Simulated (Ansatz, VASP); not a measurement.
## Sr4O3: VASP beside Ansatz

```
Sr O
1.0
     4.98978    0.00000    0.00000
    -2.49489    4.32127    0.00000
     0.00000    0.00000    7.69678
Sr O
4 3
Direct
  0.33333 0.66667 0.79885
  0.66667 0.33333 0.79885
  0.66667 0.33333 0.20115
  0.33333 0.66667 0.20115
  0.50000 0.00000 0.00000
  0.00000 0.50000 0.00000
  0.50000 0.50000 0.00000
```

Alike in both runs: task single point; functional PBE; k mesh 6 × 6 × 2; occupations gaussian, width 0.1 eV; no spin polarisation.

|  | VASP | Ansatz |
| --- | --- | --- |
| version | VASP 6.6.1 | Ansatz 0.2.0 |
| potentials or method | VASP PAW PBE potentials, release 64 (Sr_sv, O), cutoff 520 eV | scalar-relativistic, plane waves, PAW |
| valence electrons in the cell | 58 | 58 |

Ansatz gave:

* gap on the k mesh at the Fermi level (eV): none
* rms of the force components (eV/Å): 1.362

Task: Estimate VASP's values.

Result: gap on the k mesh at the Fermi level (eV): none; rms of the force components (eV/Å): 1.551.

Atom by atom the forces differ by 0.189 eV/Å (rms over components). A gap of «none» marks a metal or a gap that the smearing closes.

The k mesh is coarse, so the values compare programs but aren't converged.
